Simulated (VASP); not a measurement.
Wanted: the native input for a VASP 6.6.1 run.

* Task: electric field gradients
* Functional: PBE
* Potentials or basis: VASP PAW PBE potentials, release 64 (Sn_d, Te)
* Cutoff: 520 eV
* k mesh: 11 × 11 × 11
* Occupations: fermi-dirac, width 0.08 eV
* Spin: no spin polarisation
* Dipole correction: no
* Further INCAR settings: ALGO = Normal; EDIFF = 1e-08; NBANDS = 17

The structure of SnTe lies in POSCAR:

```
SnTe
1.0
    0.0000000000      3.1249350000      3.1565000000
    3.1249350000      0.0000000000      3.1565000000
    3.1249350000      3.1249350000      0.0000000000
Sn Te
1 1
Direct
    0.0000000000      0.0000000000      0.0000000000
    0.5000000000      0.5000000000      0.5000000000
```

This cell differs from its parent crystal: equal xx and yy strain of -1 %.

One way to write it, as run:

INCAR

```
ALGO = Normal
EDIFF = 1E-8
ENCUT = 520
GGA = PE
ISIF = 2
ISMEAR = -1
LASPH = T
LCHARG = F
LEFG = T
LREAL = F
LWAVE = F
NBANDS = 17
NELM = 80
PREC = Accurate
SIGMA = 0.08
```

KPOINTS

```
k-points
0
Gamma
  11 11 11
```

Potentials or basis: VASP PAW PBE potentials, release 64 (Sn_d, Te).

Command:

```bash
$ cat potpaw_PBE.64/Sn_d/POTCAR potpaw_PBE.64/Te/POTCAR > POTCAR
$ mpirun -np 1 vasp_std > vasp.out
```

Results of the run:

```yaml
Pressure: 3.1 GPa
Band_gap_on_the_k_mesh: 0.42 eV
Largest_electric_field_gradient_by_atom: Sn +14.9; Te +3.8 V/Å²
```

Caveat: the cell differs from its parent crystal (equal xx and yy strain of -1 %); the cell stands under pressure; without QUAD_EFG the Cq values of the log hold for a quadrupole moment of 1 mb, not for the nuclei; spin-orbit coupling is left out, which moves the levels of the heavy elements; an odd mesh through Γ misses points on the zone boundary, where band edges can lie.

Run time: 2.6 min on 1 thread of Intel(R) Xeon(R) Platinum 8375C CPU @ 2.90GHz (Ice Lake) (shared host), peak memory 0.29 GiB.
